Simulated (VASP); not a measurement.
**La2O3 (klda): single point with LDA**

La2O3 (klda):

```
CELL_PARAMETERS angstrom
3.93078 0.00000 0.00000
-1.96539 3.40415 0.00000
0.00000 0.00000 6.11195
ATOMIC_POSITIONS crystal
La 0.66667 0.33333 0.75376
La 0.33333 0.66667 0.24624
O 0.66667 0.33333 0.35411
O 0.33333 0.66667 0.64589
O 0.00000 0.00000 0.00000
```

```
Program             : VASP 6.6.1
Task                : single point
Functional          : LDA
Potentials or basis : VASP PAW LDA potentials, release 64 (La, O)
Cutoff              : 520 eV
k mesh              : 6 × 6 × 4
Occupations         : gaussian, width 0.1 eV
Spin                : no spin polarisation
```

```
Pressure               : -6.3 GPa
Largest force          : 0.159 eV/Å
Band gap on the k mesh : 3.72 eV, indirect (least direct gap 3.82 eV)
```

Forces on the atoms (eV/Å):
```
La   0.000  0.000 -0.159
La   0.000  0.000  0.159
O    0.000  0.000  0.015
O    0.000  0.000 -0.015
O    0.000  0.000  0.000
```

Stress tensor (GPa, compression positive):
```
-6.54  0.00  0.00
 0.00 -6.54  0.00
 0.00  0.00 -5.97
```

Levels at points of the mesh, in eV from the valence-band top:
```tsv
k point	band 18	band 19	band 20	band 21	band 22	band 23
(0.00, 0.00, 0.00)	-0.39	-0.39	-0.12	4.13	4.49	4.49
(0.50, 0.00, 0.00)	-0.64	-0.42	-0.30	3.74	4.57	5.04
(0.00, 0.00, 0.50)	-0.82	-0.29	-0.29	4.54	4.62	4.62
(0.50, 0.00, 0.50)	-0.73	-0.36	0.00	4.29	4.48	4.92
```

Run time: 70 s on 1 thread of Intel(R) Xeon(R) Platinum 8259CL CPU @ 2.50GHz (Skylake/Cascade Lake), with other jobs on the host, peak memory 0.2 GiB.

Caveat: spin-orbit coupling is left out, which moves the levels of the heavy elements. A k mesh can miss the band edges.
